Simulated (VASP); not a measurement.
Input of a VASP 6.6.1 run:

Contents of INCAR:

```
SYSTEM = MnSi
PREC = Accurate
ENCUT = 520
EDIFF = 1E-6
ISMEAR = -1
SIGMA = 0.05
LREAL = .False.
LASPH = .True.
NELM = 150
ALGO = Normal
ISIF = 2
LWAVE = .False.
LCHARG = .True.
ISPIN = 2
MAGMOM = 4 0
LORBIT = 11
LMAXMIX = 4
GGA = PE
LELF = .True.
LVHAR = .True.
NBANDS = 20
```

KPOINTS

```
Automatic mesh
0
Gamma
  9 9 9
  0 0 0
```

File POSCAR:

```
MnSi
1.0
    0.0000000000      2.4756341118      2.4756341118
    2.4756341118      0.0000000000      2.4756341118
    2.4756341118      2.4756341118      0.0000000000
Mn Si
1 1
Direct
    0.0000000000      0.0000000000      0.0000000000
    0.2500000000      0.2500000000      0.2500000000
```

Potentials or basis: VASP PAW PBE potentials, release 64 (Mn_pv, Si).

Launch:

```bash
$ cat potpaw_PBE.64/Mn_pv/POTCAR potpaw_PBE.64/Si/POTCAR > POTCAR
$ mpirun -np 1 vasp_std > vasp.out
```

Q: Estimate the site moments.

A: Mn +2.02; Si -0.13 μB.

Q: Estimate the net moment.

A: 1.91 μB per cell.

Q: Predict the pressure.

A: 28.5 GPa.
